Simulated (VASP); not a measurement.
**AlNi: single point with PBE**

AlNi:

```
Al Ni
1.0
     2.82041    0.00000    0.00000
     0.00000    2.82041    0.00000
     0.00000    0.00000    2.82041
Al Ni
1 1
Cartesian
  0.0000 0.0000 -0.0195
  1.4102 1.4102 1.4192
```

```json
{
  "Program": "VASP 6.6.1",
  "Task": "single point",
  "Functional": "PBE",
  "Potentials or basis": "VASP PAW PBE potentials, release 64 (Al, Ni)",
  "Cutoff": "520 eV",
  "k mesh": "16 × 16 × 16",
  "Occupations": "gaussian, width 0.15 eV",
  "Spin": "no spin polarisation"
}
```

* Pressure: 14.4 GPa
* Largest force: 0.217 eV/Å

Forces in eV/Å, atoms in the order of the input:
```
Al   0.000  0.000  0.217
Ni   0.000  0.000 -0.217
```

Levels at points of the mesh, in eV from the Fermi level:
```csv
k point,band 3,band 4,band 5,band 6,band 7,band 8,band 9,band 10,band 11,band 12
"(0.00, 0.00, 0.00)",-3.54,-1.68,-1.68,-1.68,5.78,5.78,5.78,8.34,8.34,14.92
"(0.50, 0.00, 0.00)",-3.02,-2.44,-2.44,-1.58,-0.68,8.35,10.34,10.34,11.52,11.53
"(0.00, 0.00, 0.50)",-3.02,-2.44,-2.44,-1.58,-0.68,8.35,10.34,10.34,11.53,11.53
"(0.50, 0.50, 0.00)",-3.07,-3.07,-2.26,-2.26,-1.10,1.60,2.78,13.00,15.57,15.57
"(0.00, 0.50, 0.50)",-3.06,-3.06,-2.27,-2.27,-1.10,1.60,2.78,13.00,15.65,15.65
"(0.50, 0.50, 0.50)",-4.43,-1.06,-1.06,1.95,1.95,1.95,4.25,4.73,4.73,4.75
```

It took 40 s on 1 thread of Intel(R) Xeon(R) 6975P-C (Granite Rapids), on a shared host, peak memory 0.24 GiB.

Spin polarisation is off, so any magnetic state and its effect on volume and gap are missing.
